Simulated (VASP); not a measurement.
# Sb (R-3m) in VASP: notebook

The runs below take Sb through relaxation of shape and atoms at fixed volume, with PBEsol.

All numbers are computed with VASP 6.6.1; they aren't measurements. Logs are shortened: lines on timing, memory, paths and dates and some standing lists are left out, and cuts for length are marked.

### Step 1. The cell of the first run

Symmetry: R-3m, No. 166, trigonal system. Conventional cell: a = 4.365 Å, b = 4.365 Å, c = 11.170 Å, α = 90.00°, β = 90.00°, γ = 120.00°. Within 3.9 Å of Sb (site symmetry 3m) lie 6 Sb at 2.95 to 3.33 Å.

### Step 2. Relaxation of shape and atoms at fixed volume, PBEsol (30.72 Å³/atom)

File INCAR:

```
SYSTEM = Sb
PREC     = Accurate       ! precision mode
ENCUT    = 600            ! plane-wave cutoff, eV
EDIFF    = 1E-7           ! SCF threshold, eV
ISMEAR   = 0              ! smearing method
SIGMA    = 0.1            ! smearing width, eV
LREAL    = .False.        ! projectors in reciprocal space
LASPH    = .True.         ! aspherical terms in the spheres
NELM     = 100            ! most SCF steps
ALGO     = Normal         ! electronic algorithm
ISIF     = 4              ! what is computed and relaxed
LWAVE    = .False.        ! write WAVECAR
LCHARG   = .False.        ! write CHGCAR
GGA      = PS             ! functional
IBRION   = 2              ! ionic algorithm
NSW      = 50             ! ionic steps
EDIFFG   = -0.01          ! ionic threshold
```

File KPOINTS:

```
regular mesh
0
Gamma
  12 12 12
  0 0 0
```

File POSCAR:

```
Sb
1.0
    2.1824243985      1.2600233139      3.7233302271
   -2.1824243985      1.2600233139      3.7233302271
    0.0000000000     -2.5200466279      3.7233302271
Sb
2
Direct
    0.2356859576      0.2356859576      0.2356859576
    0.7643140424      0.7643140424      0.7643140424
```

Potentials or basis: VASP PAW PBE potentials, release 64 (Sb).

On the command line:

```bash
$ cat potpaw_PBE.64/Sb/POTCAR > POTCAR
$ mpirun -np 1 vasp_std > vasp.out
```

OUTCAR:

```text
SYSTEM = Sb
   PREC = Accurate
   ENCUT = 600
   EDIFF = 1E-7
   ISMEAR = 0
   LREAL = .False.
   LASPH = .True.
   NELM = 100
   ISIF = 4
   GGA = PS
   IBRION = 2
   NSW = 50
   EDIFFG = -0.01

 ion  position               nearest neighbor table
   1  0.236  0.236  0.236-   2 2.95   2 2.95   2 2.95   2 3.33   2 3.33   2 3.33
   2  0.764  0.764  0.764-   1 2.95   1 2.95   1 2.95   1 3.33   1 3.33   1 3.33

  LATTYP: Found a trigonal (rhomboedric) cell.
 ALAT       =     4.4959785350
 COS(alpha) =     0.5287406783

  Lattice vectors:

 A1 = (   2.1824243985,   1.2600233139,   3.7233302271)
 A2 = (  -2.1824243985,   1.2600233139,   3.7233302271)
 A3 = (   0.0000000000,  -2.5200466279,   3.7233302271)

Analysis of symmetry for initial positions (statically):
=====================================================================
 Subroutine PRICEL returns:
 Original cell was already a primitive cell.

 Routine SETGRP: Setting up the symmetry group for a
 trigonal (rhombohedral) supercell.

 Subroutine GETGRP returns: Found 12 space group operations
 (whereof 12 operations were pure point group operations)
 out of a pool of 12 trial point group operations.

The static configuration has the point symmetry D_3d.

Analysis of symmetry for dynamics (positions and initial velocities):
=====================================================================
 Subroutine PRICEL returns:
 Original cell was already a primitive cell.

 Routine SETGRP: Setting up the symmetry group for a
 trigonal (rhombohedral) supercell.

 Subroutine GETGRP returns: Found 12 space group operations
 (whereof 12 operations were pure point group operations)
 out of a pool of 12 trial point group operations.

The dynamic configuration has the point symmetry D_3d.

 Subroutine INISYM returns: Found 12 space group operations
 (whereof 12 operations are pure point group operations),
 and found     1 'primitive' translations

----------------------------------------------------------------------------------------

                                     Primitive cell

  volume of cell :      61.4328

  direct lattice vectors                    reciprocal lattice vectors
     2.182424398  1.260023314  3.723330227     0.229103011  0.132272685  0.089525589
    -2.182424398  1.260023314  3.723330227    -0.229103011  0.132272685  0.089525589
     0.000000000 -2.520046628  3.723330227     0.000000000 -0.264545370  0.089525589

  length of vectors
     4.495978535  4.495978535  4.495978535     0.279283161  0.279283161  0.279283161

  position of ions in fractional coordinates (direct lattice)
     0.235685958  0.235685958  0.235685958
     0.764314042  0.764314042  0.764314042

  ion indices of the primitive-cell ions
   primitive index   ion index
                 1           1
                 2           2

----------------------------------------------------------------------------------------

 KPOINTS: regular mesh

Automatic generation of k-mesh.
 Grid dimensions read from file:
 generate k-points for:   12   12   12

 Generating k-lattice:

  Cartesian coordinates                     Fractional coordinates (reciprocal lattice)
     0.019091918  0.011022724  0.007460466     0.083333333  0.000000000  0.000000000
    -0.019091918  0.011022724  0.007460466     0.000000000  0.083333333  0.000000000
     0.000000000 -0.022045447  0.007460466     0.000000000  0.000000000  0.083333333

  Length of vectors
     0.023273597  0.023273597  0.023273597

  Shift w.r.t. Gamma in fractional coordinates (k-lattice)
     0.000000000  0.000000000  0.000000000

 Subroutine IBZKPT returns following result:
 ===========================================

 Found    189 irreducible k-points:

 Following reciprocal coordinates:
            Coordinates               Weight
  0.000000  0.000000  0.000000      1.000000
  0.083333 -0.000000 -0.000000      6.000000
  0.166667  0.000000 -0.000000      6.000000
  0.250000  0.000000 -0.000000      6.000000
  0.333333  0.000000 -0.000000      6.000000
  0.416667 -0.000000 -0.000000      6.000000
[... 16 lines left out ...]
  0.500000  0.166667 -0.000000     12.000000
 -0.416667  0.166667  0.000000     12.000000
 [... further k-points ...]
   k-points           NKPTS =    189   k-points in BZ     NKDIM =    189   number of bands    NBANDS=      9
   number of dos      NEDOS =    301   number of ions     NIONS =      2
   total plane-waves  NPLWV =  46656
   dimension x,y,z NGX =    36 NGY =   36 NGZ =   36
   dimension x,y,z NGXF=    72 NGYF=   72 NGZF=   72
   ions per type =               2
   NGX,Y,Z   is equivalent  to a cutoff of  13.31, 13.31, 13.31 a.u.
   NGXF,Y,Z  is equivalent  to a cutoff of  26.62, 26.62, 26.62 a.u.
 SYSTEM =  Sb
   PREC   = accura    normal or accurate (medium, high low for compatibility)
   ISTART =      0    job   : 0-new  1-cont  2-samecut
   ICHARG =      2    charge: 1-file 2-atom 10-const
   ISPIN  =      1    spin polarized calculation?
   LNONCOLLINEAR =      F non collinear calculations
   LSORBIT =      F    spin-orbit coupling
   LASPH  =      T    aspherical Exc in radial PAW
   ENCUT  =  600.0 eV  44.10 Ry    6.64 a.u.   8.98  8.98  8.98*2*pi/ulx,y,z
   NELM   =    100;   NELMIN=  2; NELMDL= -5     # of ELM steps
   EDIFF  = 0.1E-06   stopping-criterion for ELM
   LREAL  =      F    real-space projection
   EDIFFG = -.1E-01   stopping-criterion for IOM
   NSW    =     50    number of steps for IOM
   IBRION =      2    ionic relax: 0-MD 1-quasi-New 2-CG
   NFREE  =      1    steps in history (QN), initial steepest desc. (CG)
   ISIF   =      4    stress and relaxation
   ISYM   =      2    0-nonsym 1-usesym 2-fastsym
   POTIM  = 0.5000    time-step for ionic-motion
   TEBEG  =    0.0;   TEEND  =   0.0 temperature during run
   PSTRESS=    0.0 pullay stress
   NELECT =      10.0000    total number of electrons
   NUPDOWN=      -1.0000    fix difference up-down
   EMIN   =  10.00;   EMAX   =-10.00  energy-range for DOS
   EFERMI =   0.00;   METHOD = LEGACY
   ISMEAR =     0;   SIGMA  =   0.10  broadening in eV -4-tet -1-fermi 0-gaus
   EFERMI_NEDOS =   21; number of points for ismear=-14 and -15
   IALGO  =     38    algorithm
   IMIX   =      4    mixing-type and parameters
     AMIX     =   0.40;   BMIX     =  1.00
     AMIX_MAG =   1.60;   BMIX_MAG =  1.00
  volume/ion in A,a.u.               =      30.72       207.28
  Fermi-wavevector in a.u.,A,eV,Ry     =   0.893871  1.689170 10.871117  0.799005
  Thomas-Fermi vector in A             =   2.016003
   LORBIT       =      0    0 simple, 1 ext, 2 COOP (PROOUT), +10 PAW based schemes
   GGA     = PS    functional components
   LHFCALC =     F    Hartree Fock is set to
   AEXX    =    0.0000 exact exchange contribution
   IVDW    =     0    specifies the selected vdW correction
   LEPSILON=     F    determine dielectric tensor
   LRPA    =     F    only Hartree local field effects (RPA)
 conjugate gradient relaxation of ions
 non-spin polarized calculation
 Gauss-broadening in eV      SIGMA  =   0.10
  energy-cutoff  :      600.00
  volume of cell :       61.43
 maximum number of plane-waves:      2071
   NGX = 17   NGY = 17   NGZ = 17

--------------------------------------- Ionic step        1  -------------------------------------------

 number of electron      10.0000000 magnetization

 Free energy of the ion-electron system (eV)
  ---------------------------------------------------
  ext. energy  EPLUGINS =         0.00000000
  ---------------------------------------------------
  free energy    TOTEN  =        -9.11012459 eV

  energy without entropy =       -9.10951368  energy(sigma->0) =       -9.10981913

------------------------ aborting loop because EDIFF is reached ----------------------------------------

  FORCE on cell =-STRESS in cart. coord.  units (eV):
  Direction    XX          YY          ZZ          XY          YZ          ZX
  --------------------------------------------------------------------------------------
  -------------------------------------------------------------------------------------
  Total       -0.6024686     -0.6024686     -0.5132465      0.0000000      0.0000000      0.0000000
  in kB      -15.7124676    -15.7124676    -13.3855421      0.0000000      0.0000000      0.0000000
  external PRESSURE =     -14.9368258 kB  Pullay stress =       0.0000000 kB
[... 129 lines left out ...]
  energy  without entropy=       -9.1107612208  energy(sigma->0) =       -9.11103418

--------------------------------------- Ionic step        5  -------------------------------------------

 number of electron      10.0000000 magnetization

 Free energy of the ion-electron system (eV)
  ---------------------------------------------------
  ext. energy  EPLUGINS =         0.00000000
  ---------------------------------------------------
  free energy    TOTEN  =        -9.11135505 eV

  energy without entropy =       -9.11080392  energy(sigma->0) =       -9.11107948

 E-fermi :   6.8523     XC(G=0):  -9.5984

 val. band max:        6.7448645987   @ k =   0.4167   0.0833   0.0833
 cond. band min:       6.8986003071   @ k =  -0.4167   0.5000   0.4167
 fundamental gap:      0.1537357084
 Fermi energy:         6.8523202957

 k-point     1 :       0.0000    0.0000    0.0000
  band No.  band energies     occupation
      1      -5.6578      2.00000
      2       2.0228      2.00000
      3       4.9683      2.00000
      4       5.1385      2.00000
      5       5.1385      2.00000
      6       9.0684      0.00000
      7       9.6165      0.00000
      8       9.6165      0.00000
      9      11.9145      0.00000
[... 265 lines left out ...]
 k-point    24 :      -0.4167    0.1667    0.0000
  band No.  band energies     occupation
      1      -3.1904      2.00000
      2      -2.4987      2.00000
      3       3.2759      2.00000
      4       4.7669      2.00000
      5       5.2355      2.00000
      6       7.8431      0.00000
      7       8.1653      0.00000
      8       9.9494      0.00000
      9      13.4152      0.00000

 [... further k-points ...]

------------------------ aborting loop because EDIFF is reached ----------------------------------------

  FORCE on cell =-STRESS in cart. coord.  units (eV):
  Direction    XX          YY          ZZ          XY          YZ          ZX
  --------------------------------------------------------------------------------------
  -------------------------------------------------------------------------------------
  Total       -0.4555637     -0.4555637     -0.4372832      0.0000000      0.0000000      0.0000000
  in kB      -11.8811664    -11.8811664    -11.4044100      0.0000000      0.0000000      0.0000000
  external PRESSURE =     -11.7222476 kB  Pullay stress =       0.0000000 kB
[... 17 lines left out ...]
  FREE ENERGIE OF THE ION-ELECTRON SYSTEM (eV)
  ---------------------------------------------------
  free  energy   TOTEN  =        -9.1113550467 eV

  energy  without entropy=       -9.1108039152  energy(sigma->0) =       -9.11107948

 reached required accuracy - stopping structural energy minimisation
```

It took 2.8 min on 1 thread of Intel Xeon Platinum 8259CL at 2.50GHz (Skylake/Cascade Lake), shared host; peak memory 0.29 GiB.

What came out:

| Item | Value |
| --- | --- |
| Free energy | -9.1114 eV |
| Energy gained by relaxing | 0.6 meV/atom |
| Ionic steps | 5 |
| Pressure after relaxing | -1.2 GPa |
| Largest force after relaxing | 0.003 eV/Å |
| Band gap on the k mesh | zero (bands 5 and 6 overlap by 0.24 eV) |

Forces in eV/Å, atoms in the order of the input:
```
Sb   0.000  0.000  0.003
Sb   0.000  0.000 -0.003
```

Step by step:
```
step  energy change (eV)  largest force (eV/Å)  pressure (GPa)  volume (Å³)
   1              0.0000                0.0830           -1.49        61.43
   2             -0.0007                0.0525           -1.39        61.43
   3             -0.0012                0.0014           -1.21        61.43
   4             -0.0012                0.0094           -1.18        61.43
   5             -0.0012                0.0034           -1.17        61.43
```

Final structure:
```yaml
crystal:
  lattice:
    - [2.17647, 1.25658, 3.74374]
    - [-2.17647, 1.25658, 3.74374]
    - [0.00000, -2.51317, 3.74374]
  atoms:
    - { symbol: Sb, position: [0.23466, 0.23466, 0.23466] }
    - { symbol: Sb, position: [0.76534, 0.76534, 0.76534] }
```

Caveat: the PAW data sets were made with another functional, which shifts forces and pressure a little; spin-orbit coupling is left out, which moves the levels of the heavy elements.

### Step 3. Relaxation of shape and atoms at fixed volume, PBEsol (31.61 Å³/atom)

This run uses another cell than the first one, of 31.61 Å³/atom.

File INCAR:

```
PREC     = Accurate       # precision mode
ENCUT    = 600            # plane-wave cutoff, eV
EDIFF    = 1E-6           # SCF threshold, eV
ISMEAR   = 0              # smearing method
SIGMA    = 0.1            # smearing width, eV
LREAL    = F              # projectors in reciprocal space
LASPH    = T              # aspherical terms in the spheres
NELM     = 80             # most SCF steps
ALGO     = Normal         # electronic algorithm
ISIF     = 4              # what is computed and relaxed
LWAVE    = F              # write WAVECAR
LCHARG   = F              # write CHGCAR
GGA      = PS             # functional
IBRION   = 2              # ionic algorithm
NSW      = 50             # ionic steps
EDIFFG   = -0.01          # ionic threshold
```

File KPOINTS:

```
Automatic mesh
0
Gamma
  12 12 12
```

File POSCAR:

```
Sb
1.0
    2.1961522303      1.2679490813      3.7840226876
   -2.1961522303      1.2679490813      3.7840226876
    0.0000000000     -2.5358981627      3.7840226875
Sb
2
Direct
    0.2342055233      0.2342055233      0.2342055233
    0.7657944767      0.7657944767      0.7657944767
```

Potentials or basis: VASP PAW PBE potentials, release 64 (Sb).

On the command line:

```bash
$ cat potpaw_PBE.64/Sb/POTCAR > POTCAR
$ mpirun -np 1 vasp_std > vasp.out
```

Run time: 2.5 min. Hardware: 1 thread of Intel Xeon Platinum 8259CL at 2.50GHz (Skylake/Cascade Lake), shared host; peak memory 0.3 GiB.

It converged, with:

```
Free energy                  : -9.0929 eV
Energy gained by relaxing    : 0.8 meV/atom
Ionic steps                  : 5
Pressure after relaxing      : -2.1 GPa
Largest force after relaxing : 0.004 eV/Å
Band gap on the k mesh       : zero (bands 5 and 6 overlap by 0.22 eV)
```

Forces on the atoms (eV/Å):
```
Sb   0.000  0.000  0.004
Sb   0.000  0.000 -0.004
```

The path:
```
step  energy change (eV)  largest force (eV/Å)  pressure (GPa)  volume (Å³)
   1              0.0000                0.0838           -2.48        63.22
   2             -0.0008                0.0547           -2.37        63.22
   3             -0.0015                0.0057           -2.18        63.22
   4             -0.0016                0.0133           -2.10        63.22
   5             -0.0016                0.0039           -2.10        63.22
```

Final structure:
```xyz
2
Lattice="2.1872 1.2628 3.8152 -2.1872 1.2628 3.8152 0.0000 -2.5255 3.8152" Properties=species:S:1:pos:R:3 pbc="T T T"
Sb    0.0000    0.0000    2.6682
Sb    0.0000    0.0000    8.7773
```

Levels at points of the mesh, in eV from the Fermi level:
```
           k point  band 1  band 2  band 3  band 4  band 5  band 6  band 7  band 8  band 9
(0.00, 0.00, 0.00)  -12.33   -4.97   -1.86   -1.65   -1.65    2.06    2.67    2.67    5.18
(0.50, 0.00, 0.00)  -10.10   -9.37   -1.80   -1.67   -0.20   -0.20    0.27    0.64    7.50
(0.50, 0.50, 0.00)  -10.12   -7.90   -5.12   -3.47   -3.41    1.65    4.78    5.38    6.61
(0.50, 0.50, 0.50)  -10.90   -8.70   -1.19   -1.19   -0.55    0.26    0.26    1.11    6.88
```

Caveat: the PAW data sets were made with another functional, which shifts forces and pressure a little; spin-orbit coupling is left out, which moves the levels of the heavy elements.

The gap in the log of VASP goes by the Fermi energy; the results here count the filled bands.